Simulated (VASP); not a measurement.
# AlFe (Pm-3m) in VASP: a series of runs

The runs below take AlFe through electric field gradients, with PBE.

Program: VASP 6.6.1. These are calculated values, not measurements. Logs are shortened: lines on timing, memory, paths and dates and some standing lists are left out, and cuts for length are marked.

## (1) The cell of the first run

The structure is cubic, space group Pm-3m (No. 221). Conventional cell: a = 2.851 Å, b = 2.851 Å, c = 2.851 Å, α = 90.00°, β = 90.00°, γ = 90.00°. Within 3.3 Å of Al (site symmetry m-3m) lie 8 Fe at 2.47 Å and 6 Al at 2.85 Å. Fe (site symmetry m-3m) has 8 Al at 2.47 Å and 6 Fe at 2.85 Å within 3.3 Å.

## (2) Electric field gradients, PBE, collinear spin, ferromagnetic start (11.59 Å³/atom)

Input file INCAR:

```
SYSTEM = AlFe
ALGO = Normal
EDIFF = 1E-8
ENCUT = 520
GGA = PE
ISIF = 2
ISMEAR = -1
ISPIN = 2
LASPH = .True.
LCHARG = .False.
LEFG = .True.
LMAXMIX = 4
LORBIT = 11
LREAL = .False.
LWAVE = .False.
MAGMOM = 0 3
NBANDS = 16
NELM = 150
PREC = Accurate
SIGMA = 0.05
```

Input file KPOINTS:

```
k-points
0
Gamma
  12 12 12
  0 0 0
```

Input file POSCAR:

```
AlFe
1.0
    2.8511009115      0.0000000000      0.0000000000
    0.0000000000      2.8511009115      0.0000000000
    0.0000000000      0.0000000000      2.8511009115
Al Fe
1 1
Direct
    0.0000000000      0.0000000000      0.0000000000
    0.5000000000      0.5000000000      0.5000000000
```

Potentials or basis: VASP PAW PBE potentials, release 64 (Al, Fe).

Command:

```sh
$ cat potpaw_PBE.64/Al/POTCAR potpaw_PBE.64/Fe/POTCAR > POTCAR
$ mpirun -np 1 vasp_std > vasp.out
```

OUTCAR:

```text
SYSTEM = AlFe
   EDIFF = 1E-8
   ENCUT = 520
   GGA = PE
   ISIF = 2
   ISMEAR = -1
   ISPIN = 2
   LASPH = .True.
   LORBIT = 11
   LREAL = .False.
   NELM = 150
   PREC = Accurate

 ion  position               nearest neighbor table
   1  0.000  0.000  0.000-   2 2.47   2 2.47   2 2.47   2 2.47   2 2.47   2 2.47   2 2.47   2 2.47

   2  0.500  0.500  0.500-   1 2.47   1 2.47   1 2.47   1 2.47   1 2.47   1 2.47   1 2.47   1 2.47

  LATTYP: Found a simple cubic cell.
 ALAT       =     2.8511009115

  Lattice vectors:

 A1 = (   2.8511009115,   0.0000000000,   0.0000000000)
 A2 = (   0.0000000000,   2.8511009115,   0.0000000000)
 A3 = (   0.0000000000,   0.0000000000,   2.8511009115)

Analysis of symmetry for initial positions (statically):
=====================================================================
 Subroutine PRICEL returns:
 Original cell was already a primitive cell.

 Routine SETGRP: Setting up the symmetry group for a
 simple cubic supercell.

 Subroutine GETGRP returns: Found 48 space group operations
 (whereof 48 operations were pure point group operations)
 out of a pool of 48 trial point group operations.

The static configuration has the point symmetry O_h .

Analysis of symmetry for dynamics (positions and initial velocities):
=====================================================================
 Subroutine PRICEL returns:
 Original cell was already a primitive cell.

 Routine SETGRP: Setting up the symmetry group for a
 simple cubic supercell.

 Subroutine GETGRP returns: Found 48 space group operations
 (whereof 48 operations were pure point group operations)
 out of a pool of 48 trial point group operations.

The dynamic configuration has the point symmetry O_h .

Analysis of structural, dynamic, and magnetic symmetry:
=====================================================================
 Subroutine PRICEL returns:
 Original cell was already a primitive cell.

 Routine SETGRP: Setting up the symmetry group for a
 simple cubic supercell.

 Subroutine GETGRP returns: Found 48 space group operations
 (whereof 48 operations were pure point group operations)
 out of a pool of 48 trial point group operations.

The overall configuration has the point symmetry O_h .

 Subroutine INISYM returns: Found 48 space group operations
 (whereof 48 operations are pure point group operations),
 and found     1 'primitive' translations

----------------------------------------------------------------------------------------

                                     Primitive cell

  volume of cell :      23.1760

  direct lattice vectors                    reciprocal lattice vectors
     2.851100912  0.000000000  0.000000000     0.350741707  0.000000000  0.000000000
     0.000000000  2.851100912  0.000000000     0.000000000  0.350741707  0.000000000
     0.000000000  0.000000000  2.851100912     0.000000000  0.000000000  0.350741707

  length of vectors
     2.851100912  2.851100912  2.851100912     0.350741707  0.350741707  0.350741707

  position of ions in fractional coordinates (direct lattice)
     0.000000000  0.000000000  0.000000000
     0.500000000  0.500000000  0.500000000

  ion indices of the primitive-cell ions
   primitive index   ion index
                 1           1
                 2           2

----------------------------------------------------------------------------------------

 KPOINTS: k-points

Automatic generation of k-mesh.
 Grid dimensions read from file:
 generate k-points for:   12   12   12

 Generating k-lattice:

  Cartesian coordinates                     Fractional coordinates (reciprocal lattice)
     0.029228476  0.000000000  0.000000000     0.083333333  0.000000000  0.000000000
     0.000000000  0.029228476  0.000000000     0.000000000  0.083333333  0.000000000
     0.000000000  0.000000000  0.029228476     0.000000000  0.000000000  0.083333333

  Length of vectors
     0.029228476  0.029228476  0.029228476

  Shift w.r.t. Gamma in fractional coordinates (k-lattice)
     0.000000000  0.000000000  0.000000000

[... 52 lines left out ...]
   EDIFFG = 0.1E-06   stopping-criterion for IOM
   NSW    =      0    number of steps for IOM
   IBRION =     -1    ionic relax: 0-MD 1-quasi-New 2-CG
   NFREE  =      0    steps in history (QN), initial steepest desc. (CG)
   ISIF   =      2    stress and relaxation
   ISYM   =      2    0-nonsym 1-usesym 2-fastsym
   POTIM  = 0.5000    time-step for ionic-motion
   TEBEG  =    0.0;   TEEND  =   0.0 temperature during run
   PSTRESS=    0.0 pullay stress
   NELECT =      11.0000    total number of electrons
   NUPDOWN=      -1.0000    fix difference up-down
   EMIN   =  10.00;   EMAX   =-10.00  energy-range for DOS
   EFERMI =   0.00;   METHOD = LEGACY
   ISMEAR =    -1;   SIGMA  =   0.05  broadening in eV -4-tet -1-fermi 0-gaus
   EFERMI_NEDOS =   21; number of points for ismear=-14 and -15
   IALGO  =     38    algorithm
   IMIX   =      4    mixing-type and parameters
     AMIX     =   0.40;   BMIX     =  1.00
     AMIX_MAG =   1.60;   BMIX_MAG =  1.00
  volume/ion in A,a.u.               =      11.59        78.20
  Fermi-wavevector in a.u.,A,eV,Ry     =   1.277007  2.413193 22.187644  1.630746
  Thomas-Fermi vector in A             =   2.409631
   LORBIT       =     11    0 simple, 1 ext, 2 COOP (PROOUT), +10 PAW based schemes
   GGA     = PE    functional components
   LHFCALC =     F    Hartree Fock is set to
   AEXX    =    0.0000 exact exchange contribution
   IVDW    =     0    specifies the selected vdW correction
   LEPSILON=     F    determine dielectric tensor
   LRPA    =     F    only Hartree local field effects (RPA)
 spin polarized calculation
  energy-cutoff  :      520.00
  volume of cell :       23.18
 maximum number of plane-waves:       647
 NGX is ok and might be reduce to    24
   NGX = 11   NGY = 11   NGZ = 11

 number of electron      11.0000001 magnetization       0.6700197

 Free energy of the ion-electron system (eV)
  ---------------------------------------------------
  ext. energy  EPLUGINS =         0.00000000
  ---------------------------------------------------
  free energy    TOTEN  =       -12.65086021 eV

  energy without entropy =      -12.63383848  energy(sigma->0) =      -12.64234935

 E-fermi :   8.2666     XC(G=0): -12.2625

 val. band max:        8.2634967471   @ k =   0.5000   0.1667   0.1667
 cond. band min:       8.2706677173   @ k =   0.1667   0.1667   0.0833
 fundamental gap:      0.0071709702
 Fermi energy:         8.2665876841

 spin component 1

 k-point     1 :       0.0000    0.0000    0.0000
  band No.  band energies     occupation
      1      -2.2772      1.00000
      2       5.6966      1.00000
      3       5.6966      1.00000
      4       7.9059      0.99926
      5       7.9059      0.99926
      6       7.9059      0.99926
[... 435 lines left out ...]
      5       7.1524      1.00000
      6       7.3473      1.00000
[... 8 lines left out ...]
     15      28.1261      0.00000
     16      31.0565      0.00000

 [... further k-points ...]

 spin component 2

 k-point     1 :       0.0000    0.0000    0.0000
  band No.  band energies     occupation
      1      -2.2657      1.00000
      2       6.0305      1.00000
      3       6.0305      1.00000
      4       8.7131      0.00013
      5       8.7131      0.00013
      6       8.7131      0.00013
[... 435 lines left out ...]
      5       7.8829      0.99954
      6       8.0990      0.96617
[... 8 lines left out ...]
     15      28.0907      0.00000
     16      30.9988      0.00000

 [... further k-points ...]
[... 5 lines left out ...]
  --------------------------------------------------------------------------------------
  -------------------------------------------------------------------------------------
  Total        0.6550608      0.6550608      0.6550608     -0.0000000      0.0000000      0.0000000
  in kB       45.2850092     45.2850092     45.2850092     -0.0000000      0.0000000      0.0000000
  external PRESSURE =      45.2850092 kB  Pullay stress =       0.0000000 kB

 VOLUME and BASIS-vectors are now :
 -----------------------------------------------------------------------------
  energy-cutoff  :      520.00
  volume of cell :       23.18
      direct lattice vectors                 reciprocal lattice vectors
     2.851100912  0.000000000  0.000000000     0.350741707  0.000000000  0.000000000
     0.000000000  2.851100912  0.000000000     0.000000000  0.350741707  0.000000000
     0.000000000  0.000000000  2.851100912     0.000000000  0.000000000  0.350741707

 POSITION                                       TOTAL-FORCE (eV/Angst)
 -----------------------------------------------------------------------------------
      0.00000      0.00000      0.00000         0.000000      0.000000      0.000000
      1.42555      1.42555      1.42555         0.000000      0.000000      0.000000
 -----------------------------------------------------------------------------------
    total drift:                                0.000000     -0.000000     -0.000000

  FREE ENERGIE OF THE ION-ELECTRON SYSTEM (eV)
  ---------------------------------------------------
  free  energy   TOTEN  =       -12.6508602147 eV

  energy  without entropy=      -12.6338384846  energy(sigma->0) =      -12.64234935

 Electric field gradients (V/A^2)
---------------------------------------------------------------------
 ion       V_xx      V_yy      V_zz      V_xy      V_xz      V_yz
---------------------------------------------------------------------
   1       0.000     0.000     0.000    -0.000     0.000    -0.000
   2       0.000     0.000    -0.000    -0.000     0.000    -0.000
---------------------------------------------------------------------

 Electric field gradients after diagonalization (V/A^2)
 (convention: |V_zz| > |V_xx| > |V_yy|)
----------------------------------------------------------------------
 ion       V_xx      V_yy      V_zz     asymmetry (V_yy - V_xx)/ V_zz
----------------------------------------------------------------------
   1       0.000     0.000     0.000      -0.135
   2       0.000     0.000    -0.000       0.340
----------------------------------------------------------------------

           NMR quadrupolar parameters

 Cq : quadrupolar parameter    Cq=e*Q*V_zz/h
 eta: asymmetry parameters     (V_yy - V_xx)/ V_zz
 Q  : nuclear electric quadrupole moment in mb (millibarn)
----------------------------------------------------------------------
 ion       Cq(MHz)       eta       Q (mb)
----------------------------------------------------------------------
   1       0.000      -0.135       1.000
   2      -0.000       0.340       1.000
----------------------------------------------------------------------

 total charge

# of ion       s       p       d       tot
------------------------------------------
    1        0.403   0.448   0.000   0.851
    2        0.441   0.522   6.505   7.468
--------------------------------------------------
tot          0.844   0.970   6.505   8.319

 magnetization (x)

# of ion       s       p       d       tot
------------------------------------------
    1       -0.007  -0.014   0.000  -0.022
    2       -0.000   0.009   0.696   0.704
--------------------------------------------------
tot         -0.008  -0.006   0.696   0.682
```

Run time: 28 s. Hardware: 1 thread of Intel Xeon Platinum 8488C (Sapphire Rapids), shared host; peak memory 0.18 GiB.

What came out:

| Quantity | Value |
| --- | --- |
| Free energy | -12.6509 eV |
| Pressure | 4.5 GPa |
| Net moment | 0.67 μB per cell |
| Site moments | Al -0.02; Fe +0.70 μB |
| Largest electric field gradient by atom | under 0.05 V/Å² on every atom |
| Valence electrons inside the program's atomic spheres | Al 0.85; Fe 7.47 |

Levels at points of the mesh, in eV from the Fermi level:
Spin up:
| k point | band 4 | band 5 | band 6 | band 7 | band 8 | band 9 |
| --- | --- | --- | --- | --- | --- | --- |
| (0.00, 0.00, 0.00) | -0.36 | -0.36 | -0.36 | 6.51 | 6.51 | 6.51 |
| (0.50, 0.00, 0.00) | -1.34 | -1.34 | -0.23 | 0.97 | 8.78 | 11.22 |
| (0.50, 0.50, 0.00) | -2.13 | -1.10 | -1.10 | 0.51 | 3.37 | 4.22 |
| (0.50, 0.50, 0.50) | 0.55 | 0.55 | 3.01 | 3.01 | 3.01 | 4.52 |
Spin down:
```csv
k point,band 1,band 2,band 3,band 4,band 5,band 6,band 7,band 8,band 9,band 10
"(0.00, 0.00, 0.00)",-10.53,-2.24,-2.24,0.45,0.45,0.45,6.55,6.55,6.55,9.52
"(0.50, 0.00, 0.00)",-6.29,-6.04,-1.52,-0.63,-0.63,0.59,1.44,8.67,11.31,11.31
"(0.50, 0.50, 0.00)",-4.76,-2.30,-2.14,-2.14,-0.37,-0.37,1.00,3.69,4.75,13.09
"(0.50, 0.50, 0.50)",-3.30,-3.30,-3.30,1.05,1.05,3.07,3.07,3.07,4.46,6.48
```

Caveat: the cell stands under pressure.

## (3) Electric field gradients, PBE, collinear spin, ferromagnetic start (12.07 Å³/atom)

This run uses another cell than the first one, of 12.07 Å³/atom.

Input file INCAR:

```
SYSTEM = AlFe
PREC = Accurate
ENCUT = 520
EDIFF = 1E-8
ISMEAR = -1
SIGMA = 0.05
LREAL = .False.
LASPH = .True.
NELM = 150
ALGO = Normal
ISIF = 2
LWAVE = .False.
LCHARG = .False.
ISPIN = 2
MAGMOM = 0 3
LORBIT = 11
LMAXMIX = 4
GGA = PE
LEFG = .True.
NBANDS = 16
```

Input file KPOINTS:

```
Automatic mesh
0
Gamma
  12 12 12
  0 0 0
```

Input file POSCAR:

```
AlFe
1.0
    2.8904692102      0.0000000000      0.0000000000
    0.0000000000      2.8904692102      0.0000000000
    0.0000000000      0.0000000000      2.8904692102
Al Fe
1 1
Direct
    0.0000000000      0.0000000000      0.0000000000
    0.5000000000      0.5000000000      0.5000000000
```

Potentials or basis: VASP PAW PBE potentials, release 64 (Al, Fe).

Command:

```sh
$ cat potpaw_PBE.64/Al/POTCAR potpaw_PBE.64/Fe/POTCAR > POTCAR
$ mpirun -np 1 vasp_std > vasp.out
```

OUTCAR:

```text
SYSTEM = AlFe
   PREC = Accurate
   ENCUT = 520
   EDIFF = 1E-8
   ISMEAR = -1
   LREAL = .False.
   LASPH = .True.
   NELM = 150
   ISIF = 2
   ISPIN = 2
   LORBIT = 11
   GGA = PE

 ion  position               nearest neighbor table
   1  0.000  0.000  0.000-   2 2.50   2 2.50   2 2.50   2 2.50   2 2.50   2 2.50   2 2.50   2 2.50

   2  0.500  0.500  0.500-   1 2.50   1 2.50   1 2.50   1 2.50   1 2.50   1 2.50   1 2.50   1 2.50

  LATTYP: Found a simple cubic cell.
 ALAT       =     2.8904692102

  Lattice vectors:

 A1 = (   2.8904692102,   0.0000000000,   0.0000000000)
[... 1157 lines left out ...]

 Electric field gradients after diagonalization (V/A^2)
 (convention: |V_zz| > |V_xx| > |V_yy|)
----------------------------------------------------------------------
 ion       V_xx      V_yy      V_zz     asymmetry (V_yy - V_xx)/ V_zz
----------------------------------------------------------------------
   1       0.000    -0.000    -0.000       1.280
   2      -0.000     0.000    -0.000      -0.565
----------------------------------------------------------------------

           NMR quadrupolar parameters

 Cq : quadrupolar parameter    Cq=e*Q*V_zz/h
 eta: asymmetry parameters     (V_yy - V_xx)/ V_zz
 Q  : nuclear electric quadrupole moment in mb (millibarn)
----------------------------------------------------------------------
 ion       Cq(MHz)       eta       Q (mb)
----------------------------------------------------------------------
   1      -0.000       1.280       1.000
   2      -0.000      -0.565       1.000
----------------------------------------------------------------------

 total charge

# of ion       s       p       d       tot
------------------------------------------
    1        0.398   0.429   0.000   0.827
    2        0.424   0.490   6.467   7.382
--------------------------------------------------
tot          0.822   0.919   6.467   8.208

 magnetization (x)

# of ion       s       p       d       tot
------------------------------------------
    1       -0.008  -0.016   0.000  -0.024
    2       -0.000   0.008   0.749   0.757
--------------------------------------------------
tot         -0.009  -0.008   0.749   0.733
```

stdout:

```text
POSCAR found type information on POSCAR AlFe
 POSCAR found :  2 types and       2 ions
 scaLAPACK will be used
 LDA part: xc-table for (Slater+PW92), standard interpolation
 POSCAR, INCAR and KPOINTS ok, starting setup
 FFT: planning ... GRIDC
 FFT: planning ... GRID_SOFT
 FFT: planning ... GRID
 WAVECAR not read
 entering main loop
ion   1

ion   2
```

It took 32 s on 1 thread of Intel Xeon Platinum 8488C (Sapphire Rapids), shared host; peak memory 0.19 GiB.

What came out:

| Quantity | Value |
| --- | --- |
| Free energy | -12.6553 eV |
| Pressure | -2.8 GPa |
| Net moment | 0.72 μB per cell |
| Site moments | Al -0.02; Fe +0.76 μB |
| Largest electric field gradient by atom | under 0.05 V/Å² on every atom |
| Valence electrons inside the program's atomic spheres | Al 0.83; Fe 7.38 |

(Continued in part 2 of 3.)
